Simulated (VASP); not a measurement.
# NaF (Fm-3m) in VASP: further runs

NaF is run at these levels: PBEsol; tasks: single point.

Program: VASP 6.6.1. These are calculated values, not measurements. Logs are shortened: lines on timing, memory, paths and dates and some standing lists are left out, and cuts for length are marked.

**1. The cell of the first run**

It takes space group Fm-3m (No. 225, cubic). Conventional cell: a = 4.761 Å, b = 4.761 Å, c = 4.761 Å, α = 90.00°, β = 90.00°, γ = 90.00°. Within 3.1 Å of Na (site symmetry m-3m) lie 6 F at 2.38 Å. F (site symmetry m-3m) has 6 Na at 2.38 Å within 3.1 Å.

**2. Single point, PBEsol**

File INCAR:

```
  PREC = Accurate
  ENCUT = 600
  EDIFF = 1E-6
  ISMEAR = 0
  SIGMA = 0.01
  LREAL = False
  LASPH = True
  NELM = 120
  ALGO = Normal
  ISIF = 2
  LWAVE = False
  LCHARG = True
  GGA = PS
  LELF = True
  LVHAR = True
  NBANDS = 14
  GGA_COMPAT = False
```

File KPOINTS:

```
regular mesh
0
Gamma
  8 8 8
```

File POSCAR:

```
NaF
1.0
    0.0000000000      2.3802865178      2.3802865178
    2.3802865178      0.0000000000      2.3802865178
    2.3802865178      2.3802865178      0.0000000000
Na F
1 1
Direct
    0.0000000000      0.0000000000      0.0000000000
    0.5000000000      0.5000000000      0.5000000000
```

Potentials or basis: VASP PAW PBE potentials, release 64 (Na_pv, F).

The run is started by

```console
cat potpaw_PBE.64/Na_pv/POTCAR potpaw_PBE.64/F/POTCAR > POTCAR
mpirun -np 1 vasp_std > vasp.out
```

OUTCAR:

```text
PREC = Accurate
   ENCUT = 600
   EDIFF = 1E-6
   ISMEAR = 0
   LREAL = False
   LASPH = True
   NELM = 120
   ISIF = 2
   GGA = PS

 ion  position               nearest neighbor table
   1  0.000  0.000  0.000-
   2  0.500  0.500  0.500-

  LATTYP: Found a face centered cubic cell.
 ALAT       =     4.7605730356

  Lattice vectors:

 A1 = (   0.0000000000,   2.3802865178,   2.3802865178)
 A2 = (   2.3802865178,   0.0000000000,   2.3802865178)
 A3 = (   2.3802865178,   2.3802865178,   0.0000000000)

Analysis of symmetry for initial positions (statically):
=====================================================================
 Subroutine PRICEL returns:
 Original cell was already a primitive cell.

 Routine SETGRP: Setting up the symmetry group for a
 face centered cubic supercell.

 Subroutine GETGRP returns: Found 48 space group operations
 (whereof 48 operations were pure point group operations)
 out of a pool of 48 trial point group operations.

The static configuration has the point symmetry O_h .

Analysis of symmetry for dynamics (positions and initial velocities):
=====================================================================
 Subroutine PRICEL returns:
 Original cell was already a primitive cell.

 Routine SETGRP: Setting up the symmetry group for a
 face centered cubic supercell.

 Subroutine GETGRP returns: Found 48 space group operations
 (whereof 48 operations were pure point group operations)
 out of a pool of 48 trial point group operations.

The dynamic configuration has the point symmetry O_h .

 Subroutine INISYM returns: Found 48 space group operations
 (whereof 48 operations are pure point group operations),
 and found     1 'primitive' translations

----------------------------------------------------------------------------------------

                                     Primitive cell

  volume of cell :      26.9723

  direct lattice vectors                    reciprocal lattice vectors
     0.000000000  2.380286518  2.380286518    -0.210058746  0.210058746  0.210058746
     2.380286518  0.000000000  2.380286518     0.210058746 -0.210058746  0.210058746
     2.380286518  2.380286518  0.000000000     0.210058746  0.210058746 -0.210058746

  length of vectors
     3.366233476  3.366233476  3.366233476     0.363832420  0.363832420  0.363832420

  position of ions in fractional coordinates (direct lattice)
     0.000000000  0.000000000  0.000000000
     0.500000000  0.500000000  0.500000000

  ion indices of the primitive-cell ions
   primitive index   ion index
                 1           1
                 2           2

----------------------------------------------------------------------------------------

 KPOINTS: regular mesh

Automatic generation of k-mesh.
 Grid dimensions read from file:
 generate k-points for:    8    8    8

 Generating k-lattice:

  Cartesian coordinates                     Fractional coordinates (reciprocal lattice)
    -0.026257343  0.026257343  0.026257343     0.125000000  0.000000000  0.000000000
     0.026257343 -0.026257343  0.026257343     0.000000000  0.125000000  0.000000000
     0.026257343  0.026257343 -0.026257343     0.000000000  0.000000000  0.125000000

  Length of vectors
     0.045479052  0.045479052  0.045479052

  Shift w.r.t. Gamma in fractional coordinates (k-lattice)
     0.000000000  0.000000000  0.000000000

 Subroutine IBZKPT returns following result:
 ===========================================

 Found     29 irreducible k-points:

 Following reciprocal coordinates:
            Coordinates               Weight
  0.000000  0.000000  0.000000      1.000000
  0.125000  0.000000  0.000000      8.000000
  0.250000  0.000000  0.000000      8.000000
  0.375000  0.000000  0.000000      8.000000
  0.500000  0.000000  0.000000      4.000000
  0.125000  0.125000  0.000000      6.000000
[... 16 lines left out ...]
  0.500000  0.250000  0.125000     48.000000
 -0.375000  0.250000  0.125000     24.000000
 [... further k-points ...]
   k-points           NKPTS =     29   k-points in BZ     NKDIM =     29   number of bands    NBANDS=     14
   number of dos      NEDOS =    301   number of ions     NIONS =      2
   total plane-waves  NPLWV =  21952
   dimension x,y,z NGX =    28 NGY =   28 NGZ =   28
   dimension x,y,z NGXF=    56 NGYF=   56 NGZF=   56
   ions per type =               1   1
   NGX,Y,Z   is equivalent  to a cutoff of  13.83, 13.83, 13.83 a.u.
   NGXF,Y,Z  is equivalent  to a cutoff of  27.66, 27.66, 27.66 a.u.
 SYSTEM =  unknown system
   PREC   = accura    normal or accurate (medium, high low for compatibility)
   ISTART =      0    job   : 0-new  1-cont  2-samecut
   ICHARG =      2    charge: 1-file 2-atom 10-const
   ISPIN  =      1    spin polarized calculation?
   LNONCOLLINEAR =      F non collinear calculations
   LSORBIT =      F    spin-orbit coupling
   LASPH  =      T    aspherical Exc in radial PAW
   ENCUT  =  600.0 eV  44.10 Ry    6.64 a.u.   6.72  6.72  6.72*2*pi/ulx,y,z
   NELM   =    120;   NELMIN=  2; NELMDL= -5     # of ELM steps
   EDIFF  = 0.1E-05   stopping-criterion for ELM
   LREAL  =      F    real-space projection
   EDIFFG = 0.1E-04   stopping-criterion for IOM
   NSW    =      0    number of steps for IOM
   IBRION =     -1    ionic relax: 0-MD 1-quasi-New 2-CG
   NFREE  =      0    steps in history (QN), initial steepest desc. (CG)
   ISIF   =      2    stress and relaxation
   ISYM   =      2    0-nonsym 1-usesym 2-fastsym
   POTIM  = 0.5000    time-step for ionic-motion
   TEBEG  =    0.0;   TEEND  =   0.0 temperature during run
   PSTRESS=    0.0 pullay stress
   NELECT =      14.0000    total number of electrons
   NUPDOWN=      -1.0000    fix difference up-down
   EMIN   =  10.00;   EMAX   =-10.00  energy-range for DOS
   EFERMI =   0.00;   METHOD = LEGACY
   ISMEAR =     0;   SIGMA  =   0.01  broadening in eV -4-tet -1-fermi 0-gaus
   EFERMI_NEDOS =   21; number of points for ismear=-14 and -15
   IALGO  =     38    algorithm
   IMIX   =      4    mixing-type and parameters
     AMIX     =   0.40;   BMIX     =  1.00
     AMIX_MAG =   1.60;   BMIX_MAG =  1.00
  volume/ion in A,a.u.               =      13.49        91.01
  Fermi-wavevector in a.u.,A,eV,Ry     =   1.315664  2.486244 23.551295  1.730971
  Thomas-Fermi vector in A             =   2.445831
   LORBIT       =      0    0 simple, 1 ext, 2 COOP (PROOUT), +10 PAW based schemes
   GGA     = PS    functional components
   LHFCALC =     F    Hartree Fock is set to
   AEXX    =    0.0000 exact exchange contribution
   IVDW    =     0    specifies the selected vdW correction
   LEPSILON=     F    determine dielectric tensor
   LRPA    =     F    only Hartree local field effects (RPA)
 non-spin polarized calculation
 Gauss-broadening in eV      SIGMA  =   0.01
  energy-cutoff  :      600.00
  volume of cell :       26.97
 maximum number of plane-waves:       934
   NGX = 13   NGY = 13   NGZ = 13

 number of electron      13.9999986 magnetization

 Free energy of the ion-electron system (eV)
  ---------------------------------------------------
  ext. energy  EPLUGINS =         0.00000000
  ---------------------------------------------------
  free energy    TOTEN  =        -8.74858708 eV

  energy without entropy =       -8.74858708  energy(sigma->0) =       -8.74858708

 E-fermi :  -2.4559     XC(G=0):  -8.9361

 val. band max:       -2.5001554036   @ k =   0.0000   0.0000   0.0000
 cond. band min:       3.2646042553   @ k =   0.0000   0.0000   0.0000
 fundamental gap:      5.7647596589
 Fermi energy:        -2.4559286612

 k-point     1 :       0.0000    0.0000    0.0000
  band No.  band energies     occupation
      1     -21.5181      2.00000
      2     -21.5181      2.00000
      3     -21.5180      2.00000
      4     -21.4300      2.00000
      5      -2.5002      2.00000
      6      -2.5002      2.00000
      7      -2.5002      2.00000
      8       3.2646      0.00000
      9      15.7803      0.00000
     10      15.7803      0.00000
     11      15.7803      0.00000
     12      18.3043      0.00000
     13      20.5988      0.00000
     14      20.5988      0.00000

 k-point     2 :       0.1250    0.0000    0.0000
  band No.  band energies     occupation
      1     -21.7379      2.00000
      2     -21.5196      2.00000
      3     -21.5196      2.00000
      4     -21.1935      2.00000
      5      -2.7723      2.00000
      6      -2.5332      2.00000
      7      -2.5332      2.00000
      8       3.7840      0.00000
      9      14.0406      0.00000
     10      15.9843      0.00000
     11      15.9843      0.00000
     12      19.9527      0.00000
     13      19.9527      0.00000
     14      20.0712      0.00000

 k-point     3 :       0.2500    0.0000    0.0000
  band No.  band energies     occupation
      1     -21.9448      2.00000
      2     -21.5231      2.00000
      3     -21.5231      2.00000
      4     -20.9458      2.00000
      5      -3.3214      2.00000
      6      -2.6113      2.00000
      7      -2.6113      2.00000
      8       5.0444      0.00000
      9      11.9549      0.00000
     10      16.4098      0.00000
     11      16.4098      0.00000
     12      19.2676      0.00000
     13      19.2676      0.00000
     14      20.5302      0.00000
[... 324 lines left out ...]
 k-point    23 :       0.5000    0.2500    0.1250
  band No.  band energies     occupation
      1     -21.9774      2.00000
      2     -21.5580      2.00000
      3     -21.5370      2.00000
      4     -20.8473      2.00000
      5      -3.6288      2.00000
      6      -2.9546      2.00000
      7      -2.7634      2.00000
      8       7.4530      0.00000
      9      10.4085      0.00000
     10      13.9647      0.00000
     11      15.7531      0.00000
     12      18.1104      0.00000
     13      20.0538      0.00000
     14      23.8881      0.00000

 k-point    24 :      -0.3750    0.2500    0.1250
  band No.  band energies     occupation
      1     -21.9927      2.00000
      2     -21.5605      2.00000
      3     -21.5423      2.00000
      4     -20.8186      2.00000
      5      -3.6943      2.00000
      6      -3.0233      2.00000
      7      -2.7982      2.00000
      8       8.6049      0.00000
      9       9.4481      0.00000
     10      13.7006      0.00000
     11      15.4479      0.00000
     12      18.6520      0.00000
     13      19.6439      0.00000
     14      24.1573      0.00000

 [... further k-points ...]

------------------------ aborting loop because EDIFF is reached ----------------------------------------

  FORCE on cell =-STRESS in cart. coord.  units (eV):
  Direction    XX          YY          ZZ          XY          YZ          ZX
  --------------------------------------------------------------------------------------
  -------------------------------------------------------------------------------------
  Total       -0.5983172     -0.5983172     -0.5983172      0.0000000     -0.0000000      0.0000000
  in kB      -35.5405693    -35.5405693    -35.5405693      0.0000000     -0.0000000      0.0000000
  external PRESSURE =     -35.5405693 kB  Pullay stress =       0.0000000 kB

 VOLUME and BASIS-vectors are now :
 -----------------------------------------------------------------------------
  energy-cutoff  :      600.00
  volume of cell :       26.97
      direct lattice vectors                 reciprocal lattice vectors
     0.000000000  2.380286518  2.380286518    -0.210058746  0.210058746  0.210058746
     2.380286518  0.000000000  2.380286518     0.210058746 -0.210058746  0.210058746
     2.380286518  2.380286518  0.000000000     0.210058746  0.210058746 -0.210058746

 POSITION                                       TOTAL-FORCE (eV/Angst)
 -----------------------------------------------------------------------------------
      0.00000      0.00000      0.00000         0.000000     -0.000000      0.000000
      2.38029      2.38029      2.38029         0.000000      0.000000     -0.000000
 -----------------------------------------------------------------------------------
    total drift:                                0.000000      0.000000      0.000000

  FREE ENERGIE OF THE ION-ELECTRON SYSTEM (eV)
  ---------------------------------------------------
  free  energy   TOTEN  =        -8.7485870770 eV

  energy  without entropy=       -8.7485870770  energy(sigma->0) =       -8.74858708
```

It took 22 s on 1 thread of AMD EPYC 7R43 (Zen 3), shared host; peak memory 0.12 GiB.

What came out:

- Free energy: -8.7486 eV
- Pressure: -3.6 GPa
- Band gap on the k mesh: 5.76 eV

Levels at points of the mesh, in eV from the valence-band top:
```tsv
k point	band 3	band 4	band 5	band 6	band 7	band 8	band 9	band 10	band 11	band 12
(0.00, 0.00, 0.00)	-19.02	-18.93	0.00	0.00	0.00	5.76	18.28	18.28	18.28	20.80
(0.50, 0.00, 0.00)	-19.03	-18.21	-1.45	-0.22	-0.22	10.14	11.68	19.14	19.14	21.86
(0.50, 0.50, 0.00)	-19.06	-18.72	-1.18	-0.37	-0.37	12.34	12.77	12.83	18.64	18.64
```

Caveat: the cell stands under tension; the PAW data sets were made with another functional, which shifts forces and pressure a little. A hybrid or GW would open this gap; PBEsol tends to underestimate it.

**3. Single point, PBEsol**

This run uses another cell than the first one, of 13.99 Å³/atom.

File INCAR:

```
PREC = Accurate ; ENCUT = 600
EDIFF = 1E-6 ; ISMEAR = 0
SIGMA = 0.01 ; LREAL = False
LASPH = True ; NELM = 120
ALGO = Normal ; ISIF = 2
LWAVE = False ; LCHARG = False
GGA = PS ; NBANDS = 14
GGA_COMPAT = False
```

File KPOINTS:

```
Automatic mesh
0
Gamma
  8 8 8
```

File POSCAR:

```
NaF
1.0
    0.0000000000      2.4093172633      2.4093172633
    2.4093172633      0.0000000000      2.4093172633
    2.4093172633      2.4093172633      0.0000000000
Na F
1 1
Direct
    0.0000000000      0.0000000000      0.0000000000
    0.5000000000      0.5000000000      0.5000000000
```

Potentials or basis: VASP PAW PBE potentials, release 64 (Na_pv, F).

The run is started by

```console
cat potpaw_PBE.64/Na_pv/POTCAR potpaw_PBE.64/F/POTCAR > POTCAR
mpirun -np 1 vasp_std > vasp.out
```

OUTCAR:

```text
PREC = Accurate
   ENCUT = 600
   EDIFF = 1E-6
   ISMEAR = 0
   LREAL = False
   LASPH = True
   NELM = 120
   ISIF = 2
   GGA = PS

 ion  position               nearest neighbor table
   1  0.000  0.000  0.000-
   2  0.500  0.500  0.500-

  LATTYP: Found a face centered cubic cell.
 ALAT       =     4.8186345266

  Lattice vectors:

 A1 = (   0.0000000000,   2.4093172633,   2.4093172633)
 A2 = (   2.4093172633,   0.0000000000,   2.4093172633)
 A3 = (   2.4093172633,   2.4093172633,   0.0000000000)

Analysis of symmetry for initial positions (statically):
=====================================================================
 Subroutine PRICEL returns:
 Original cell was already a primitive cell.

 Routine SETGRP: Setting up the symmetry group for a
 face centered cubic supercell.

 Subroutine GETGRP returns: Found 48 space group operations
 (whereof 48 operations were pure point group operations)
 out of a pool of 48 trial point group operations.

The static configuration has the point symmetry O_h .

Analysis of symmetry for dynamics (positions and initial velocities):
=====================================================================
[... 166 lines left out ...]
  band No.  band energies     occupation
      1     -21.7663      2.00000
      2     -21.7663      2.00000
      3     -21.7663      2.00000
      4     -21.5094      2.00000
      5      -2.6311      2.00000
      6      -2.6311      2.00000
      7      -2.6311      2.00000
      8       2.9686      0.00000
      9      15.3967      0.00000
     10      15.3967      0.00000
     11      15.3967      0.00000
     12      17.8524      0.00000
     13      20.1058      0.00000
     14      20.1058      0.00000
[... 377 lines left out ...]
      1     -22.1470      2.00000
      2     -21.8037      2.00000
      3     -21.7877      2.00000
      4     -21.0047      2.00000
      5      -3.7669      2.00000
      6      -3.1271      2.00000
      7      -2.9112      2.00000
      8       8.2528      0.00000
      9       9.0456      0.00000
     10      13.2166      0.00000
     11      14.9259      0.00000
     12      18.1307      0.00000
     13      19.0920      0.00000
     14      23.4827      0.00000

 [... further k-points ...]
[... 5 lines left out ...]
  --------------------------------------------------------------------------------------
  -------------------------------------------------------------------------------------
  Total       -0.8055245     -0.8055245     -0.8055245      0.0000000      0.0000000     -0.0000000
  in kB      -46.1399785    -46.1399785    -46.1399785      0.0000000      0.0000000     -0.0000000
  external PRESSURE =     -46.1399785 kB  Pullay stress =       0.0000000 kB

 VOLUME and BASIS-vectors are now :
 -----------------------------------------------------------------------------
  energy-cutoff  :      600.00
  volume of cell :       27.97
      direct lattice vectors                 reciprocal lattice vectors
     0.000000000  2.409317263  2.409317263    -0.207527671  0.207527671  0.207527671
     2.409317263  0.000000000  2.409317263     0.207527671 -0.207527671  0.207527671
     2.409317263  2.409317263  0.000000000     0.207527671  0.207527671 -0.207527671

 POSITION                                       TOTAL-FORCE (eV/Angst)
 -----------------------------------------------------------------------------------
      0.00000      0.00000      0.00000         0.000000      0.000000      0.000000
      2.40932      2.40932      2.40932        -0.000000     -0.000000     -0.000000
 -----------------------------------------------------------------------------------
    total drift:                                0.000000      0.000000      0.000000

  FREE ENERGIE OF THE ION-ELECTRON SYSTEM (eV)
  ---------------------------------------------------
  free  energy   TOTEN  =        -8.7251100375 eV

  energy  without entropy=       -8.7251100375  energy(sigma->0) =       -8.72511004
```

OSZICAR:

```text
N       E                     dE             d eps       ncg     rms          rms(c)
DAV:   1     0.118284801450E+03    0.11828E+03   -0.80728E+03   824   0.126E+03
DAV:   2    -0.321185511726E+01   -0.12150E+03   -0.11192E+03   890   0.361E+02
DAV:   3    -0.946383338020E+01   -0.62520E+01   -0.62382E+01  1034   0.735E+01
DAV:   4    -0.952377181519E+01   -0.59938E-01   -0.59935E-01   896   0.767E+00
DAV:   5    -0.952443083913E+01   -0.65902E-03   -0.65902E-03  1040   0.804E-01    0.494E+00
DAV:   6    -0.874395654932E+01    0.78047E+00   -0.28288E+00   974   0.138E+01    0.193E+00
DAV:   7    -0.872557448070E+01    0.18382E-01   -0.32147E-02   824   0.218E+00    0.105E+00
DAV:   8    -0.872457890758E+01    0.99557E-03   -0.31552E-02   890   0.416E+00    0.166E-01
DAV:   9    -0.872518812595E+01   -0.60922E-03   -0.46226E-03   968   0.692E-01    0.124E-01
DAV:  10    -0.872512598357E+01    0.62142E-04   -0.14446E-03   920   0.325E-01    0.422E-02
DAV:  11    -0.872510912094E+01    0.16863E-04   -0.11256E-04   896   0.146E-01    0.374E-03
DAV:  12    -0.872511003754E+01   -0.91660E-06   -0.63802E-06   944   0.269E-02
   1 F= -.87251100E+01 E0= -.87251100E+01  d E =-.470131E-20
```

Wall time 24 s (1 thread of AMD EPYC 7R43 (Zen 3), shared host); peak memory 0.11 GiB.

What came out:

```
Free energy            : -8.7251 eV
Pressure               : -4.6 GPa
Band gap on the k mesh : 5.60 eV
```

Caveat: the cell stands under tension; the PAW data sets were made with another functional, which shifts forces and pressure a little.
